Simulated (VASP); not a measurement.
A run of VASP 6.6.1:

The input INCAR:

```
PREC = Accurate
ENCUT = 540
EDIFF = 1E-6
ISMEAR = 0
SIGMA = 0.1
LREAL = False
LASPH = True
NELM = 120
ALGO = Normal
ISIF = 2
LWAVE = False
LCHARG = True
GGA = PE
LELF = True
LVHAR = True
NBANDS = 16
GGA_COMPAT = False
```

KPOINTS

```
regular mesh
0
Gamma
  2 2 2
```

POSCAR

```
Cd
1.0
    1.6498147024      0.9525209625      2.5129335346
   -1.6498147024      0.9525209625      2.5129335346
    0.0000000000     -1.9050419251      2.5129335346
Cd
1
Direct
    0.0000000000      0.0000000000      0.0000000000
```

Potentials or basis: VASP PAW PBE potentials, release 64 (Cd_sv_GW).

Launch:

```bash
$ cat potpaw_PBE.64/Cd_sv_GW/POTCAR > POTCAR
$ mpirun -np 1 vasp_std > vasp.out
```

Hardware: 1 thread of AMD EPYC 7R43 64-Core Processor (Zen 3), on a shared host.

Problem. How long does it take, and how much memory?

Solution. Wall time 7.8 s on 1 thread of AMD EPYC 7R43 64-Core Processor (Zen 3), with other jobs on the host, peak memory 0.11 GiB. Counts: scf iterations 10, k points 4.
